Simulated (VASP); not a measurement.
# Zn (P6_3/mmc) in VASP: a series of runs

Runs on Zn. Level: PBE+D3(BJ). Tasks: single point, relaxation of cell and atoms.

All numbers are computed with VASP 6.6.1; they aren't measurements. Logs are shortened: lines on timing, memory, paths and dates and some standing lists are left out, and cuts for length are marked.

## 1. The cell of the first run

The structure is hexagonal, space group P6_3/mmc (No. 194). The conventional cell has a = 2.616 Å, b = 2.616 Å, c = 4.811 Å, α = 90.00°, β = 90.00°, γ = 120.00°. Within 3.5 Å of Zn (site symmetry -6m2) lie 12 Zn at 2.62 to 2.84 Å.

## 2. Single point, PBE+D3(BJ)

Input file INCAR:

```
SYSTEM = Zn
PREC = Accurate
ENCUT = 520
EDIFF = 1E-7
ISMEAR = 0
SIGMA = 0.1
LREAL = .FALSE.
LASPH = .TRUE.
NELM = 100
ALGO = Fast
ISIF = 2
LWAVE = .FALSE.
LCHARG = .FALSE.
GGA = PE
IVDW = 12
NBANDS = 19
```

Input file KPOINTS:

```
regular mesh
0
G
  18 18 8
  0 0 0
```

Input file POSCAR:

```
Zn
1.0
    2.6159524970      0.0000000000      0.0000000000
   -1.3079762485      2.2654813175      0.0000000000
    0.0000000000      0.0000000000      4.8112290405
Zn
2
Direct
    0.3333333333      0.6666666667      0.2500000000
    0.6666666667      0.3333333333      0.7500000000
```

Potentials or basis: VASP PAW PBE potentials, release 64 (Zn).

Launch:

```console
$ cat potpaw_PBE.64/Zn/POTCAR > POTCAR
$ mpirun -np 1 vasp_std > vasp.out
```

OUTCAR:

```text
SYSTEM = Zn
   PREC = Accurate
   ENCUT = 520
   EDIFF = 1E-7
   ISMEAR = 0
   LREAL = .FALSE.
   LASPH = .TRUE.
   NELM = 100
   ISIF = 2
   GGA = PE
   IVDW = 12
 IVDW          = 12

 ion  position               nearest neighbor table
   1  0.333  0.667  0.250-   2 2.84   2 2.84   2 2.84   2 2.84   2 2.84   2 2.84
   2  0.667  0.333  0.750-   1 2.84   1 2.84   1 2.84   1 2.84   1 2.84   1 2.84

  LATTYP: Found a hexagonal cell.
 ALAT       =     2.6159524970
 C/A-ratio  =     1.8391882292

  Lattice vectors:

 A1 = (   2.6159524970,   0.0000000000,   0.0000000000)
 A2 = (  -1.3079762485,   2.2654813175,   0.0000000000)
 A3 = (   0.0000000000,   0.0000000000,   4.8112290405)

Analysis of symmetry for initial positions (statically):
=====================================================================
 Subroutine PRICEL returns:
 Original cell was already a primitive cell.

 Routine SETGRP: Setting up the symmetry group for a
 hexagonal supercell.

 Subroutine GETGRP returns: Found 24 space group operations
 (whereof 12 operations were pure point group operations)
 out of a pool of 24 trial point group operations.

The static configuration has the point symmetry D_3d.
 The point group associated with its full space group is D_6h.

Analysis of symmetry for dynamics (positions and initial velocities):
=====================================================================
 Subroutine PRICEL returns:
 Original cell was already a primitive cell.

 Routine SETGRP: Setting up the symmetry group for a
 hexagonal supercell.

 Subroutine GETGRP returns: Found 24 space group operations
 (whereof 12 operations were pure point group operations)
 out of a pool of 24 trial point group operations.

The dynamic configuration has the point symmetry D_3d.
 The point group associated with its full space group is D_6h.

 Subroutine INISYM returns: Found 24 space group operations
 (whereof 12 operations are pure point group operations),
 and found     1 'primitive' translations

----------------------------------------------------------------------------------------

                                     Primitive cell

  volume of cell :      28.5132

  direct lattice vectors                    reciprocal lattice vectors
     2.615952497  0.000000000  0.000000000     0.382269938  0.220703652  0.000000000
    -1.307976248  2.265481317  0.000000000     0.000000000  0.441407304  0.000000000
     0.000000000  0.000000000  4.811229040     0.000000000  0.000000000  0.207847099

  length of vectors
     2.615952497  2.615952497  4.811229040     0.441407304  0.441407304  0.207847099

  position of ions in fractional coordinates (direct lattice)
     0.333333333  0.666666667  0.250000000
     0.666666667  0.333333333  0.750000000

  ion indices of the primitive-cell ions
   primitive index   ion index
                 1           1
                 2           2

----------------------------------------------------------------------------------------

 KPOINTS: regular mesh

Automatic generation of k-mesh.
 Grid dimensions read from file:
 generate k-points for:   18   18    8

 Generating k-lattice:

  Cartesian coordinates                     Fractional coordinates (reciprocal lattice)
     0.021237219  0.012261314  0.000000000     0.055555556 -0.000000000  0.000000000
     0.000000000  0.024522628  0.000000000     0.000000000  0.055555556  0.000000000
     0.000000000  0.000000000  0.025980887     0.000000000  0.000000000  0.125000000

  Length of vectors
     0.024522628  0.024522628  0.025980887

  Shift w.r.t. Gamma in fractional coordinates (k-lattice)
     0.000000000  0.000000000  0.000000000

 Subroutine IBZKPT returns following result:
 ===========================================

 Found    185 irreducible k-points:

 Following reciprocal coordinates:
            Coordinates               Weight
  0.000000  0.000000  0.000000      1.000000
  0.055556 -0.000000  0.000000      6.000000
  0.111111 -0.000000  0.000000      6.000000
  0.166667  0.000000  0.000000      6.000000
  0.222222  0.000000  0.000000      6.000000
  0.277778  0.000000  0.000000      6.000000
[... 16 lines left out ...]
  0.333333  0.111111  0.000000     12.000000
  0.388889  0.111111  0.000000     12.000000
 [... further k-points ...]
   k-points           NKPTS =    185   k-points in BZ     NKDIM =    185   number of bands    NBANDS=     19
   number of dos      NEDOS =    301   number of ions     NIONS =      2
   total plane-waves  NPLWV =  14400
   dimension x,y,z NGX =    20 NGY =   20 NGZ =   36
   dimension x,y,z NGXF=    40 NGYF=   40 NGZF=   72
   ions per type =               2
   NGX,Y,Z   is equivalent  to a cutoff of  12.71, 12.71, 12.44 a.u.
   NGXF,Y,Z  is equivalent  to a cutoff of  25.42, 25.42, 24.88 a.u.
 SYSTEM =  Zn
   PREC   = accura    normal or accurate (medium, high low for compatibility)
   ISTART =      0    job   : 0-new  1-cont  2-samecut
   ICHARG =      2    charge: 1-file 2-atom 10-const
   ISPIN  =      1    spin polarized calculation?
   LNONCOLLINEAR =      F non collinear calculations
   LSORBIT =      F    spin-orbit coupling
   LASPH  =      T    aspherical Exc in radial PAW
   ENCUT  =  520.0 eV  38.22 Ry    6.18 a.u.   4.86  4.86  8.95*2*pi/ulx,y,z
   NELM   =    100;   NELMIN=  2; NELMDL= -5     # of ELM steps
   EDIFF  = 0.1E-06   stopping-criterion for ELM
   LREAL  =      F    real-space projection
   EDIFFG = 0.1E-05   stopping-criterion for IOM
   NSW    =      0    number of steps for IOM
   IBRION =     -1    ionic relax: 0-MD 1-quasi-New 2-CG
   NFREE  =      0    steps in history (QN), initial steepest desc. (CG)
   ISIF   =      2    stress and relaxation
   ISYM   =      2    0-nonsym 1-usesym 2-fastsym
   POTIM  = 0.5000    time-step for ionic-motion
   TEBEG  =    0.0;   TEEND  =   0.0 temperature during run
   PSTRESS=    0.0 pullay stress
   NELECT =      24.0000    total number of electrons
   NUPDOWN=      -1.0000    fix difference up-down
   EMIN   =  10.00;   EMAX   =-10.00  energy-range for DOS
   EFERMI =   0.00;   METHOD = LEGACY
   ISMEAR =     0;   SIGMA  =   0.10  broadening in eV -4-tet -1-fermi 0-gaus
   EFERMI_NEDOS =   21; number of points for ismear=-14 and -15
   IALGO  =     68    algorithm
   IMIX   =      4    mixing-type and parameters
     AMIX     =   0.40;   BMIX     =  1.00
     AMIX_MAG =   1.60;   BMIX_MAG =  1.00
  volume/ion in A,a.u.               =      14.26        96.21
  Fermi-wavevector in a.u.,A,eV,Ry     =   1.545716  2.920980 32.507569  2.389239
  Thomas-Fermi vector in A             =   2.651055
   LORBIT       =      0    0 simple, 1 ext, 2 COOP (PROOUT), +10 PAW based schemes
   GGA     = PE    functional components
   LHFCALC =     F    Hartree Fock is set to
   AEXX    =    0.0000 exact exchange contribution
   IVDW    =    12    specifies the selected vdW correction
   LEPSILON=     F    determine dielectric tensor
   LRPA    =     F    only Hartree local field effects (RPA)
 non-spin polarized calculation
 RMM-DIIS sequential band-by-band and
 Gauss-broadening in eV      SIGMA  =   0.10
  energy-cutoff  :      520.00
  volume of cell :       28.51
 maximum number of plane-waves:       786
 NGX is ok and might be reduce to    20
   NGX =  9   NGY =  9   NGZ = 17

 number of electron      24.0000036 magnetization

 Free energy of the ion-electron system (eV)
  ---------------------------------------------------
  ext. energy  EPLUGINS =         0.00000000
  ---------------------------------------------------
  free energy    TOTEN  =        -2.18556644 eV

  energy without entropy =       -2.18319355  energy(sigma->0) =       -2.18437999

 E-fermi :   3.7355     XC(G=0): -11.8962

 val. band max:        3.7352632395   @ k =   0.3333   0.3333   0.1250
 cond. band min:       3.7514685137   @ k =   0.3333   0.2778   0.1250
 fundamental gap:      0.0162052742
 Fermi energy:         3.7355480935

 k-point     1 :       0.0000    0.0000    0.0000
  band No.  band energies     occupation
      1      -7.3384      2.00000
      2      -5.3074      2.00000
      3      -4.5126      2.00000
      4      -4.2667      2.00000
      5      -4.2667      2.00000
      6      -4.2071      2.00000
[... 11 lines left out ...]
     18      23.2792      0.00000
     19      23.3540      0.00000

 k-point     2 :       0.0556   -0.0000    0.0000
  band No.  band energies     occupation
      1      -7.2433      2.00000
      2      -5.2641      2.00000
      3      -4.5026      2.00000
      4      -4.2765      2.00000
      5      -4.2429      2.00000
      6      -4.2183      2.00000
[... 11 lines left out ...]
     18      22.4588      0.00000
     19      24.3347      0.00000

 k-point     3 :       0.1111   -0.0000    0.0000
  band No.  band energies     occupation
      1      -6.9613      2.00000
      2      -5.1454      2.00000
      3      -4.4811      2.00000
      4      -4.2982      2.00000
      5      -4.2410      2.00000
      6      -4.1739      2.00000
[... 11 lines left out ...]
     18      21.9062      0.00000
     19      23.7678      0.00000

 k-point     4 :       0.1667    0.0000    0.0000
  band No.  band energies     occupation
      1      -6.5068      2.00000
      2      -4.9905      2.00000
      3      -4.4674      2.00000
      4      -4.3292      2.00000
      5      -4.2180      2.00000
      6      -4.1302      2.00000
[... 11 lines left out ...]
     18      20.4250      0.00000
     19      21.3618      0.00000

 k-point     5 :       0.2222    0.0000    0.0000
  band No.  band energies     occupation
      1      -5.9243      2.00000
      2      -4.8811      2.00000
      3      -4.4285      2.00000
      4      -4.3532      2.00000
      5      -4.3311      2.00000
      6      -4.0947      2.00000
[... 11 lines left out ...]
     18      19.7902      0.00000
     19      20.3410      0.00000

 k-point     6 :       0.2778    0.0000    0.0000
  band No.  band energies     occupation
      1      -5.3630      2.00000
      2      -4.8789      2.00000
      3      -4.5106      2.00000
      4      -4.3535      2.00000
      5      -4.2542      2.00000
      6      -4.0866      2.00000
[... 11 lines left out ...]
     18      19.2737      0.00000
     19      21.0741      0.00000

 k-point     7 :       0.3333    0.0000    0.0000
  band No.  band energies     occupation
      1      -5.0882      2.00000
      2      -4.9286      2.00000
      3      -4.6537      2.00000
      4      -4.2647      2.00000
      5      -4.1627      2.00000
      6      -4.0604      2.00000
[... 11 lines left out ...]
     18      18.8744      0.00000
     19      20.9225      0.00000

 k-point     8 :       0.3889    0.0000    0.0000
  band No.  band energies     occupation
      1      -5.0545      2.00000
      2      -4.9691      2.00000
      3      -4.7557      2.00000
      4      -4.2240      2.00000
      5      -4.1801      2.00000
      6      -4.0925      2.00000
[... 256 lines left out ...]
 k-point    20 :       0.1667    0.1111    0.0000
  band No.  band energies     occupation
      1      -5.6756      2.00000
      2      -4.7741      2.00000
      3      -4.5122      2.00000
      4      -4.3716      2.00000
      5      -4.3508      2.00000
      6      -4.2032      2.00000
[... 11 lines left out ...]
     18      19.5539      0.00000
     19      20.2197      0.00000

 k-point    21 :       0.2222    0.1111    0.0000
  band No.  band energies     occupation
      1      -5.1381      2.00000
      2      -4.7717      2.00000
      3      -4.5248      2.00000
      4      -4.4193      2.00000
      5      -4.3331      2.00000
      6      -4.1719      2.00000
[... 11 lines left out ...]
     18      18.7374      0.00000
     19      19.5942      0.00000

 k-point    22 :       0.2778    0.1111    0.0000
  band No.  band energies     occupation
      1      -4.9121      2.00000
      2      -4.8260      2.00000
      3      -4.6473      2.00000
      4      -4.2544      2.00000
      5      -4.2191      2.00000
      6      -4.2040      2.00000
[... 11 lines left out ...]
     18      18.0646      0.00000
     19      19.0333      0.00000

 k-point    23 :       0.3333    0.1111    0.0000
  band No.  band energies     occupation
      1      -4.9311      2.00000
      2      -4.8502      2.00000
      3      -4.7347      2.00000
      4      -4.2507      2.00000
      5      -4.1715      2.00000
      6      -4.1036      2.00000
[... 11 lines left out ...]
     18      17.5634      0.00000
     19      18.6175      0.00000

 k-point    24 :       0.3889    0.1111    0.0000
  band No.  band energies     occupation
      1      -4.9726      2.00000
      2      -4.8708      2.00000
      3      -4.7866      2.00000
      4      -4.2664      2.00000
      5      -4.1469      2.00000
      6      -4.1176      2.00000
[... 11 lines left out ...]
     18      17.2541      0.00000
     19      18.3648      0.00000

 [... further k-points ...]

------------------------ aborting loop because EDIFF is reached ----------------------------------------

 Edisp (eV)   -0.85995

 E8    (eV) :    -0.3619

  FORCE on cell =-STRESS in cart. coord.  units (eV):
  Direction    XX          YY          ZZ          XY          YZ          ZX
  --------------------------------------------------------------------------------------
  -------------------------------------------------------------------------------------
  Total       0.08980     0.08980     0.04418     0.00000    -0.00000     0.00000
  in kB       5.04612     5.04612     2.48246     0.00000    -0.00000     0.00000
  external pressure =        4.19 kB  Pullay stress =        0.00 kB

 VOLUME and BASIS-vectors are now :
 -----------------------------------------------------------------------------
  energy-cutoff  :      520.00
  volume of cell :       28.51
      direct lattice vectors                 reciprocal lattice vectors
     2.615952497  0.000000000  0.000000000     0.382269938  0.220703652  0.000000000
    -1.307976248  2.265481317  0.000000000     0.000000000  0.441407304  0.000000000
     0.000000000  0.000000000  4.811229040     0.000000000  0.000000000  0.207847099

 POSITION                                       TOTAL-FORCE (eV/Angst)
 -----------------------------------------------------------------------------------
     -0.00000      1.51032      1.20281        -0.000000      0.000000      0.000000
      1.30798      0.75516      3.60842         0.000000     -0.000000      0.000000
 -----------------------------------------------------------------------------------
    total drift:                               -0.000000      0.000000     -0.000000

  FREE ENERGIE OF THE ION-ELECTRON SYSTEM (eV)
  ---------------------------------------------------
  free  energy   TOTEN  =        -3.0455183679 eV

  energy  without entropy=       -3.0431454784  energy(sigma->0) =       -3.04433192
```

Run time: 2.3 min. Hardware: 1 thread of Intel Xeon Platinum 8259CL at 2.50GHz (Skylake/Cascade Lake), shared host; peak memory 0.2 GiB.

What came out:

```
Free energy                : -3.0455 eV
Pressure                   : 0.4 GPa
Band gap on the k mesh     : zero (bands 12 and 13 overlap by 4.49 eV)
Dispersion energy per atom : -0.430 eV
```

## 3. Relaxation of cell and atoms, PBE+D3(BJ)

This run uses another cell than the first one, of 15.34 Å³/atom.

Input file INCAR:

```
SYSTEM = Zn
  PREC = Accurate
  ENCUT = 600
  EDIFF = 1E-7
  ISMEAR = 0
  SIGMA = 0.1
  LREAL = .FALSE.
  LASPH = .TRUE.
  NELM = 80
  ALGO = Fast
  ISIF = 3
  LWAVE = .FALSE.
  LCHARG = .FALSE.
  GGA = PE
  IVDW = 12
  IBRION = 2
  NSW = 70
  EDIFFG = -0.005
```

KPOINTS is that of step 2.

Input file POSCAR:

```
Zn
1.0
    2.6333228696      0.0000000000      0.0000000000
   -1.3166614348      2.2805245014      0.0000000000
    0.0000000000      0.0000000000      5.1082439737
Zn
2
Direct
    0.3333333333      0.6666666667      0.2500000000
    0.6666666667      0.3333333333      0.7500000000
```

Potentials or basis: VASP PAW PBE potentials, release 64 (Zn).

Launch:

```console
$ cat potpaw_PBE.64/Zn/POTCAR > POTCAR
$ mpirun -np 1 vasp_std > vasp.out
```

OUTCAR:

```text
SYSTEM = Zn
   PREC = Accurate
   ENCUT = 600
   EDIFF = 1E-7
   ISMEAR = 0
   LREAL = .FALSE.
   LASPH = .TRUE.
   NELM = 80
   ISIF = 3
   GGA = PE
   IVDW = 12
   IBRION = 2
   NSW = 70
   EDIFFG = -0.005
 IVDW          = 12

 ion  position               nearest neighbor table
   1  0.333  0.667  0.250-   2 2.97   2 2.97   2 2.97   2 2.97   2 2.97   2 2.97
   2  0.667  0.333  0.750-   1 2.97   1 2.97   1 2.97   1 2.97   1 2.97   1 2.97

  LATTYP: Found a hexagonal cell.
 ALAT       =     2.6333228696
 C/A-ratio  =     1.9398471918

  Lattice vectors:

 A1 = (   2.6333228696,   0.0000000000,   0.0000000000)
 A2 = (  -1.3166614348,   2.2805245014,   0.0000000000)
 A3 = (   0.0000000000,   0.0000000000,   5.1082439737)

Analysis of symmetry for initial positions (statically):
=====================================================================
[... 377 lines left out ...]
--------------------------------------- Ionic step       10  -------------------------------------------

 number of electron      24.0000005 magnetization

 Free energy of the ion-electron system (eV)
  ---------------------------------------------------
  ext. energy  EPLUGINS =         0.00000000
  ---------------------------------------------------
  free energy    TOTEN  =        -2.18836995 eV

  energy without entropy =       -2.18612917  energy(sigma->0) =       -2.18724956

 E-fermi :   3.7136     XC(G=0): -11.8833

 val. band max:        3.7104832559   @ k =   0.3333   0.2778   0.1250
 cond. band min:       3.7671218495   @ k =   0.1667   0.1111   0.1250
 fundamental gap:      0.0566385936
 Fermi energy:         3.7136444901

 k-point     1 :       0.0000    0.0000    0.0000
  band No.  band energies     occupation
      1      -7.3357      2.00000
      2      -5.3071      2.00000
      3      -4.5176      2.00000
      4      -4.2773      2.00000
      5      -4.2773      2.00000
      6      -4.2171      2.00000
[... 433 lines left out ...]
      3      -4.7953      2.00000
      4      -4.2752      2.00000
      5      -4.1621      2.00000
      6      -4.1297      2.00000
[... 8 lines left out ...]
     15       9.4537      0.00000
     16      10.6034      0.00000

 [... further k-points ...]

------------------------ aborting loop because EDIFF is reached ----------------------------------------

 Edisp (eV)   -0.85769

 E8    (eV) :    -0.3609
[... 25 lines left out ...]
  FREE ENERGIE OF THE ION-ELECTRON SYSTEM (eV)
  ---------------------------------------------------
  free  energy   TOTEN  =        -3.0460550513 eV

  energy  without entropy=       -3.0438142664  energy(sigma->0) =       -3.04493466

 reached required accuracy - stopping structural energy minimisation
```

Run time: 15 min. Hardware: 1 thread of Intel Xeon Platinum 8259CL at 2.50GHz (Skylake/Cascade Lake), shared host; peak memory 0.24 GiB.

Results:

| Quantity | Value |
| --- | --- |
| Free energy | -3.0461 eV |
| Relaxed volume | 14.29 Å³/atom |
| Relaxed cell | a = 2.621 Å, b = 2.621 Å, c = 4.805 Å, α = 90.00°, β = 90.00°, γ = 120.00° |
| Space group after relaxing (to 0.1 Å) | P6_3/mmc (No. 194) |
| Energy gained by relaxing | 13.8 meV/atom |
| Ionic steps | 10 |
| Pressure after relaxing | 0.0 GPa |
| Band gap on the k mesh | zero (bands 12 and 13 overlap by 4.44 eV) |
| Dispersion energy per atom | -0.429 eV |

Step by step:
| step | energy change (eV) | largest force (eV/Å) | pressure (GPa) | volume (Å³) |
| --- | --- | --- | --- | --- |
| 1 | 0.0000 | 0.0000 | -4.04 | 30.68 |
| 2 | -0.0207 | 0.0000 | 0.46 | 28.99 |
| 3 | -0.0208 | 0.0000 | 0.03 | 29.13 |
| 4 | -0.0235 | 0.0000 | -0.11 | 29.01 |
| 5 | -0.0272 | 0.0000 | 0.14 | 28.64 |
| 6 | -0.0274 | 0.0000 | 0.24 | 28.54 |
| 7 | -0.0274 | 0.0000 | 0.35 | 28.49 |
| 8 | -0.0274 | 0.0000 | -0.47 | 28.72 |
| 9 | -0.0275 | 0.0000 | -0.10 | 28.61 |
| 10 | -0.0275 | 0.0000 | 0.04 | 28.58 |

Final structure:
```
Zn
1.0
     2.62092    0.00000    0.00000
    -1.31046    2.26978    0.00000
     0.00000    0.00000    4.80493
Zn
2
Direct
  0.33333 0.66667 0.25000
  0.66667 0.33333 0.75000
```

Levels at points of the mesh, in eV from the Fermi level:
```tsv
k point	band 8	band 9	band 10	band 11	band 12	band 13	band 14	band 15	band 16
(0.00, 0.00, 0.00)	-7.59	-7.59	-7.34	-7.34	-4.04	-2.98	14.49	17.85	18.10
(0.50, 0.00, 0.00)	-7.34	-7.16	-7.13	-3.22	-2.41	2.73	3.46	4.41	5.73
(0.00, 0.00, 0.50)	-7.98	-7.44	-7.44	-7.44	-7.44	4.90	4.90	19.25	19.25
(0.50, 0.00, 0.50)	-7.36	-7.14	-7.14	-2.22	-2.22	0.07	0.07	10.59	10.59
```
